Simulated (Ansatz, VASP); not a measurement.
N: VASP beside Ansatz

```
CELL_PARAMETERS angstrom
0.00000 1.60427 1.60427
1.60427 0.00000 1.60427
1.60427 1.60427 0.00000
ATOMIC_POSITIONS crystal
N 0.00000 0.00000 0.00000
```

Alike in both runs: task single point; functional PBE; k mesh 18 × 18 × 18; no spin polarisation.

|  | VASP | Ansatz |
| --- | --- | --- |
| version | VASP 6.6.1 | Ansatz 0.2.0 |
| potentials or method | VASP PAW PBE potentials, release 64 (N), cutoff 600 eV | PAW plane waves |
| occupations | fermi-dirac, width 0.1 eV | fermi-dirac |
| valence electrons in the cell | 5 | 5 |

VASP gave:

```
pressure (GPa) : -12.8
```

Problem. What did Ansatz give for the same quantities?

Solution. Pressure (GPa): -12.3.
